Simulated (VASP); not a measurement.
BAs:

```
B As
1.0
     0.00000    2.39187    2.39187
     2.39187    0.00000    2.39187
     2.39187    2.39187    0.00000
B As
1 1
Direct
  0.00000 0.00000 0.00000
  0.25000 0.25000 0.25000
```

Program: VASP 6.6.1. Alike in all runs: task single point; potentials or basis VASP PAW PBE potentials, release 64 (B, As); no spin polarisation; cell as given; smearing gaussian 0.01 eV.

Problem. Order these runs on this cell by their band gap on the k mesh, lowest first.
A. level r2SCAN; k mesh 4 × 4 × 4; cutoff (eV) 550
B. level r2SCAN; k mesh 8 × 8 × 8; cutoff (eV) 550
C. level PBE; k mesh 8 × 8 × 8; cutoff (eV) 500

Solution. C (1.19 eV), B (1.39 eV), A (1.60 eV).

Caveats: some runs use coarse meshes.

A k mesh can miss the band edges.
